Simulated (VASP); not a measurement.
Input of a VASP 6.6.1 run:

The input INCAR:

```
SYSTEM = Sn2Pb
  PREC = Accurate
  ENCUT = 600
  EDIFF = 1E-6
  ISMEAR = 0
  SIGMA = 0.1
  LREAL = .False.
  LASPH = .True.
  NELM = 60
  ALGO = Fast
  ISIF = 3
  LWAVE = .False.
  LCHARG = .False.
  GGA = PE
  IBRION = 2
  NSW = 90
  EDIFFG = -0.04
```

The input KPOINTS:

```
Automatic mesh
0
Gamma
  6 6 6
  0 0 0
```

The input POSCAR:

```
Sn2Pb
1.0
   -2.0073522063      2.0073522063      4.9242858810
    2.0073522063     -2.0073522063      4.9242858810
    2.0073522063      2.0073522063     -4.9242858810
Sn Pb
2 1
Direct
    0.6650000000      0.6650000000      0.0000000000
    0.3350000000      0.3350000000      0.0000000000
    0.0000000000      0.0000000000      0.0000000000
```

Potentials or basis: VASP PAW PBE potentials, release 64 (Sn_d, Pb_d).

Launch:

```sh
$ cat potpaw_PBE.64/Sn_d/POTCAR potpaw_PBE.64/Pb_d/POTCAR > POTCAR
$ mpirun -np 1 vasp_std > vasp.out
```

Question: Predict the band gap on the k mesh.

Answer: Zero (bands 21 and 22 overlap by 4.08 eV).

Question: Estimate the space group after relaxing (to 0.1 Å).

Answer: I4/mmm (No. 139).

Final structure:
```
Sn Pb
1.0
    -2.06959    2.06959    5.13434
     2.06959   -2.06959    5.13434
     2.06959    2.06959   -5.13434
Sn Pb
2 1
Direct
  0.67165 0.67165 0.00000
  0.32835 0.32835 0.00000
  0.00000 0.00000 0.00000
```

Caveat: spin-orbit coupling is left out, which moves the levels of the heavy elements.
